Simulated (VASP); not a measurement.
A run of VASP 6.6.1:

File INCAR:

```
ALGO = Normal
EDIFF = 1E-7
EDIFFG = -0.01
ENCUT = 600
GGA = PE
IBRION = 2
ISIF = 3
ISMEAR = 0
LASPH = True
LCHARG = False
LREAL = False
LWAVE = False
NELM = 100
NSW = 100
PREC = Accurate
SIGMA = 0.1
```

Contents of KPOINTS:

```
k-points
0
Gamma
  8 8 8
```

The input POSCAR:

```
SiSe4
1.0
   -3.1500800142      3.1500800142      3.1500800142
    3.1500800142     -3.1500800142      3.1500800142
    3.1500800142      3.1500800142     -3.1500800142
Si Se
1 4
Direct
    0.0000000000      0.0000000000      0.0000000000
    0.4258841746      0.4258841746      0.4258841746
    0.5741158254      0.0000000000      0.0000000000
    0.0000000000      0.0000000000      0.5741158254
    0.0000000000      0.5741158254      0.0000000000
```

Potentials or basis: VASP PAW PBE potentials, release 64 (Si, Se).

Launch:

```bash
$ cat potpaw_PBE.64/Si/POTCAR potpaw_PBE.64/Se/POTCAR > POTCAR
$ mpirun -np 1 vasp_std > vasp.out
```

Hardware: 1 thread of Intel(R) Xeon(R) 6975P-C (Granite Rapids), on a shared host.

**Question.** How long does it take, and how much memory?

**Answer.** It took 2.5 min on 1 thread of Intel(R) Xeon(R) 6975P-C (Granite Rapids), with other jobs on the host, peak memory 0.37 GiB. Counts: scf iterations 48, k points 29, ion steps 6.
